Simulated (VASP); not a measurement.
# AlN (F-43m) in VASP: notebook, part 2 of 2

VASP 6.6.1.

## (3) Single point, PBE

This run uses another cell than the first one, of 10.67 Å³/atom, 1.024 times its volume.

Input file INCAR:

```
SYSTEM = AlN
  PREC = Accurate
  ENCUT = 520
  EDIFF = 1E-7
  ISMEAR = 0
  SIGMA = 0.05
  LREAL = .False.
  LASPH = .True.
  NELM = 60
  ALGO = Normal
  ISIF = 2
  LWAVE = .False.
  LCHARG = .False.
  GGA = PE
  NBANDS = 11
```

Input file KPOINTS:

```
regular mesh
0
Gamma
  10 10 10
  0 0 0
```

Input file POSCAR:

```
AlN
1.0
    0.0000000000      2.2015871044      2.2015871044
    2.2015871044      0.0000000000      2.2015871044
    2.2015871044      2.2015871044      0.0000000000
Al N
1 1
Direct
    0.0000000000      0.0000000000      0.0000000000
    0.7500000000      0.7500000000      0.7500000000
```

Potentials or basis: VASP PAW PBE potentials, release 64 (Al, N).

The run is started by

```bash
$ cat potpaw_PBE.64/Al/POTCAR potpaw_PBE.64/N/POTCAR > POTCAR
$ mpirun -np 1 vasp_std > vasp.out
```

OUTCAR:

```text
SYSTEM = AlN
   PREC = Accurate
   ENCUT = 520
   EDIFF = 1E-7
   ISMEAR = 0
   LREAL = .False.
   LASPH = .True.
   NELM = 60
   ISIF = 2
   GGA = PE

 ion  position               nearest neighbor table
   1  0.000  0.000  0.000-   2 1.91   2 1.91   2 1.91   2 1.91
   2  0.750  0.750  0.750-   1 1.91   1 1.91   1 1.91   1 1.91

  LATTYP: Found a face centered cubic cell.
 ALAT       =     4.4031742088

  Lattice vectors:

 A1 = (   0.0000000000,   2.2015871044,   2.2015871044)
 A2 = (   2.2015871044,   0.0000000000,   2.2015871044)
 A3 = (   2.2015871044,   2.2015871044,   0.0000000000)
[... 512 lines left out ...]
      7      17.7149      0.00000
      8      20.0698      0.00000
      9      20.5613      0.00000
     10      26.7826      0.00000
     11      28.8936      0.00000

 [... further k-points ...]
[... 5 lines left out ...]
  --------------------------------------------------------------------------------------
  -------------------------------------------------------------------------------------
  Total       -0.0360209     -0.0360209     -0.0360209      0.0000000     -0.0000000      0.0000000
  in kB       -2.7041321     -2.7041321     -2.7041321      0.0000000     -0.0000000      0.0000000
  external PRESSURE =      -2.7041321 kB  Pullay stress =       0.0000000 kB

 VOLUME and BASIS-vectors are now :
 -----------------------------------------------------------------------------
  energy-cutoff  :      520.00
  volume of cell :       21.34
      direct lattice vectors                 reciprocal lattice vectors
     0.000000000  2.201587104  2.201587104    -0.227108888  0.227108888  0.227108888
     2.201587104  0.000000000  2.201587104     0.227108888 -0.227108888  0.227108888
     2.201587104  2.201587104  0.000000000     0.227108888  0.227108888 -0.227108888

 POSITION                                       TOTAL-FORCE (eV/Angst)
 -----------------------------------------------------------------------------------
      0.00000      0.00000      0.00000         0.000000      0.000000      0.000000
      3.30238      3.30238      3.30238        -0.000000     -0.000000     -0.000000
 -----------------------------------------------------------------------------------
    total drift:                               -0.000000     -0.000000     -0.000000

  FREE ENERGIE OF THE ION-ELECTRON SYSTEM (eV)
  ---------------------------------------------------
  free  energy   TOTEN  =       -14.8474245650 eV

  energy  without entropy=      -14.8474245650  energy(sigma->0) =      -14.84742456
```

OSZICAR:

```text
N       E                     dE             d eps       ncg     rms          rms(c)
DAV:   1     0.118168384571E+02    0.11817E+02   -0.38628E+03  1066   0.603E+02
DAV:   2    -0.161960948052E+02   -0.28013E+02   -0.26668E+02  1247   0.138E+02
DAV:   3    -0.171778526737E+02   -0.98176E+00   -0.98034E+00  1271   0.245E+01
DAV:   4    -0.171830098093E+02   -0.51571E-02   -0.51568E-02  1189   0.193E+00
DAV:   5    -0.171830731610E+02   -0.63352E-04   -0.63351E-04  1253   0.205E-01    0.851E+00
DAV:   6    -0.148559937085E+02    0.23271E+01   -0.11948E+01  1212   0.172E+01    0.280E+00
DAV:   7    -0.148539750500E+02    0.20187E-02   -0.15900E-01  1154   0.318E+00    0.203E+00
DAV:   8    -0.148488562037E+02    0.51188E-02   -0.29170E-02  1124   0.161E+00    0.590E-01
DAV:   9    -0.148473668298E+02    0.14894E-02   -0.42373E-03  1244   0.386E-01    0.234E-01
DAV:  10    -0.148474136826E+02   -0.46853E-04   -0.44467E-04  1130   0.136E-01    0.169E-02
DAV:  11    -0.148474247766E+02   -0.11094E-04   -0.11628E-05  1226   0.254E-02    0.168E-02
DAV:  12    -0.148474245858E+02    0.19075E-06   -0.63506E-07  1163   0.575E-03    0.156E-03
DAV:  13    -0.148474245650E+02    0.20841E-07   -0.13409E-07   730   0.190E-03
   1 F= -.14847425E+02 E0= -.14847425E+02  d E =-.179487E-21
```

It took 7.5 s on 1 thread of Intel Xeon Platinum 8488C (Sapphire Rapids), shared host; peak memory 0.13 GiB.

What came out:

```yaml
Free_energy: -14.8474 eV
Pressure: -0.3 GPa
Band_gap_on_the_k_mesh: 3.31 eV, indirect (least direct gap 3.98 eV)
```

## (4) Single point, PBE

This run uses another cell than the first one, of 10.67 Å³/atom, 1.024 times its volume.

Input file INCAR:

```
ALGO = Normal
EDIFF = 1E-6
ENCUT = 520
GGA = PE
ISIF = 2
ISMEAR = 0
LASPH = True
LCHARG = True
LELF = True
LREAL = False
LVHAR = True
LWAVE = False
NBANDS = 11
NELM = 100
PREC = Accurate
SIGMA = 0.05
```

Input file KPOINTS:

```
k-points
0
Gamma
  10 10 10
```

POSCAR is that of step 3.

The run is started by

```bash
$ cat potpaw_PBE.64/Al/POTCAR potpaw_PBE.64/N/POTCAR > POTCAR
$ mpirun -np 1 vasp_std > vasp.out
```

Wall time 7.6 s (1 thread of Intel Xeon Platinum 8488C (Sapphire Rapids), shared host); peak memory 0.13 GiB.

It converged, with:

```
Free energy            : -14.8474 eV
Pressure               : -0.3 GPa
Band gap on the k mesh : 3.30 eV, indirect (least direct gap 3.98 eV)
```

Levels at points of the mesh, in eV from the valence-band top:
```tsv
k point	band 1	band 2	band 3	band 4	band 5	band 6	band 7	band 8	band 9
(0.00, 0.00, 0.00)	-14.84	0.00	0.00	0.00	3.98	12.32	12.32	12.32	17.50
(0.50, 0.00, 0.00)	-12.87	-5.75	-0.48	-0.48	7.16	9.70	11.00	11.00	17.67
(0.50, 0.50, 0.00)	-12.25	-4.83	-1.75	-1.75	3.30	8.47	13.64	15.44	15.44
```

A k mesh can miss the band edges.

## (5) Single point, PBE

This run uses another cell than the first one: it holds 8 atoms, not 2.

Input file INCAR:

```
SYSTEM = AlN
PREC = Accurate
ENCUT = 520
EDIFF = 1E-7
ISMEAR = 0
SIGMA = 0.05
LREAL = .FALSE.
LASPH = .TRUE.
NELM = 80
ALGO = Normal
ISIF = 2
LWAVE = .FALSE.
LCHARG = .FALSE.
GGA = PE
NBANDS = 26
```

Input file KPOINTS:

```
Automatic mesh
0
G
  6 6 6
  0 0 0
```

Input file POSCAR:

```
AlN
1.0
    4.4031742088      0.0000000000      0.0000000000
    0.0000000000     -4.4031742088      0.0000000000
    0.0000000000      0.0000000000     -4.4031742088
Al N
4 4
Direct
    0.0000000000      0.0000000000      0.0000000000
    0.5000000000      0.5000000000      0.0000000000
    0.5000000000      0.0000000000      0.5000000000
    0.0000000000      0.5000000000      0.5000000000
    0.7500000000      0.7500000000      0.7500000000
    0.2500000000      0.2500000000      0.7500000000
    0.2500000000      0.7500000000      0.2500000000
    0.7500000000      0.2500000000      0.2500000000
```

The run is started by

```bash
$ cat potpaw_PBE.64/Al/POTCAR potpaw_PBE.64/N/POTCAR > POTCAR
$ mpirun -np 1 vasp_std > vasp.out
```

It took 54 s on 1 thread of Intel Xeon Platinum 8488C (Sapphire Rapids), shared host; peak memory 0.2 GiB.

The run converged. Its results:

```yaml
Free_energy: -59.3897 eV
Pressure: -0.3 GPa
Band_gap_on_the_k_mesh: 3.31 eV
```

Levels at points of the mesh, in eV from the valence-band top:
```
           k point  band 14  band 15  band 16  band 17  band 18  band 19
(0.00, 0.00, 0.00)     0.00     0.00     0.00     3.31     3.31     3.31
(0.50, 0.00, 0.00)    -0.96    -0.96    -0.96     5.84     5.84     5.99
(0.50, 0.50, 0.00)    -0.52    -0.52    -0.52     7.71     7.71     7.71
(0.50, 0.50, 0.50)    -0.48    -0.48    -0.48     7.16     7.16     7.16
```

A k mesh can miss the band edges.

## (6) The runs side by side

```tsv
task	cell	k mesh	cutoff (eV)	smearing	gap on the mesh (eV)	pressure (GPa)
relaxation of cell and atoms	relaxed from a = 3.089 Å, angles 60.0°, 2 atoms	10 × 10 × 10	600	gaussian 0.02 eV	3.31	0.0
single point	a = 3.114 Å, angles 60.0°, 2 atoms	10 × 10 × 10	520	gaussian 0.05 eV	3.30	-0.3
single point	a = 4.403 Å, 8 atoms	6 × 6 × 6	520	gaussian 0.05 eV	3.31	-0.3
```

Alike in all rows: level PBE; potentials or basis VASP PAW PBE potentials, release 64 (Al, N); no spin polarisation.

Absolute energies hang on the potentials; compare differences alone.
